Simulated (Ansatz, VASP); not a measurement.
Two plane-wave programs on Pd

```
Pd
1.0
     0.00000    2.06424    1.94755
     2.06424    0.00000    1.94755
     2.06424    2.06424    0.00000
Pd
1
Direct
  0.00000 0.00000 0.00000
```

Alike in both runs: task single point; functional PBE; k mesh 16 × 16 × 16; occupations gaussian, width 0.1 eV; no spin polarisation.

|  | VASP | Ansatz |
| --- | --- | --- |
| version | VASP 6.6.1 | Ansatz 0.2.0 |
| potentials or method | VASP PAW PBE potentials, release 64 (Pd), cutoff 520 eV | scalar-relativistic, plane waves, PAW |
| valence electrons in the cell | 10 | 18 |

Ansatz gave:

| Quantity | Value |
| --- | --- |
| gap on the k mesh at the Fermi level (eV) | none |
| pressure (GPa) | -10.6 |
| traceless stress, the component that is largest in VASP (GPa) | 0.92 |

**Question.** Estimate VASP's values.

**Answer.** gap on the k mesh at the Fermi level (eV): none; pressure (GPa): -10.8; traceless stress, the component that is largest in VASP (GPa): 0.92.

A gap of «none» marks a metal or a gap that the smearing closes. VASP's potentials hold 10 valence electrons a cell and Ansatz's 18, so a difference there can come from the potentials and not from the codes.
